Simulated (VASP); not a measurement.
## Ba2NF: single point with LDA

Crystal: Ba2NF.

```
CELL_PARAMETERS angstrom
7.06740 0.00000 0.00000
5.92316 3.85543 0.00000
5.92316 1.75792 3.43134
ATOMIC_POSITIONS crystal
Ba 0.75764 0.75764 0.75764
Ba 0.24236 0.24236 0.24236
N 0.50000 0.50000 0.50000
F 0.00000 0.00000 0.00000
```

```
Program                : VASP 6.6.1
Task                   : single point
Functional             : LDA
Potentials or basis    : VASP PAW LDA potentials, release 64 (Ba_sv, N, F)
Cutoff                 : 520 eV
k mesh                 : 7 × 7 × 7
Occupations            : gaussian, width 0.02 eV
Spin                   : no spin polarisation
Dipole correction      : no
Further INCAR settings : ALGO = Normal; EDIFF = 1e-06; NBANDS = 24
```

```json
{"Pressure": "-3.5 GPa", "Largest force": "0.069 eV/Å", "Band gap on the k mesh": "0.98 eV, indirect (least direct gap 1.03 eV)"}
```

Forces on the atoms (eV/Å):
```
Ba   0.065  0.019  0.012
Ba  -0.065 -0.019 -0.012
N    0.000  0.000  0.000
F    0.000  0.000  0.000
```

Stress tensor (GPa, compression positive):
```
-3.39  0.06  0.04
 0.06 -3.57  0.01
 0.04  0.01 -3.58
```

Levels at points of the mesh, in eV from the valence-band top:
```csv
k point,band 13,band 14,band 15,band 16,band 17,band 18,band 19,band 20
"(0.00, 0.00, 0.00)",-5.10,-1.10,-0.36,-0.36,1.53,3.35,3.47,3.47
```

Wall time 8.1 min on 1 thread of AMD EPYC 7R43 64-Core Processor (Zen 3), with other jobs on the host, peak memory 0.31 GiB.

Caveat: spin-orbit coupling is left out, which moves the levels of the heavy elements. A k mesh can miss the band edges.
